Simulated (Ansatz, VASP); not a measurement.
**NaTaSe2 in VASP and in Ansatz**

```xyz
4
Lattice="3.8489 0.0000 0.0000 0.0000 3.8489 0.0000 0.0000 0.0000 5.3290" Properties=species:S:1:pos:R:3 pbc="T T T"
Na    0.0000    0.0000    2.6645
Ta    1.9244    1.9244    0.0000
Se    1.9244    1.9244    2.6645
Se    0.0000    0.0000    0.0000
```

Alike in both runs: task relaxation of cell and atoms; functional PBE; k mesh 12 × 12 × 10; occupations gaussian, width 0.1 eV; no spin polarisation.

|  | VASP | Ansatz |
| --- | --- | --- |
| version | VASP 6.6.1 | Ansatz 0.2.0 |
| potentials or method | VASP PAW PBE potentials, release 64 (Na_pv, Ta_pv, Se), cutoff 600 eV | scalar-relativistic, plane waves, PAW |
| valence electrons in the cell | 30 | 54 |

|  | VASP | Ansatz | Ansatz less VASP |
| --- | --- | --- | --- |
| gap on the k mesh at the Fermi level, each at its own relaxed structure (eV) | none | none | - |
| relaxed volume (Å³/atom) | 19.87 | 19.84 | -0.029 |
| relaxed length of the cell vector where the two differ most in proportion (Å) | 3.870 | 3.868 | -0.0022 |

A gap of «none» marks a metal or a gap that the smearing closes. VASP's potentials hold 30 valence electrons a cell and Ansatz's 54, so a difference there can come from the potentials and not from the codes.

Neither program's run includes spin-orbit coupling.
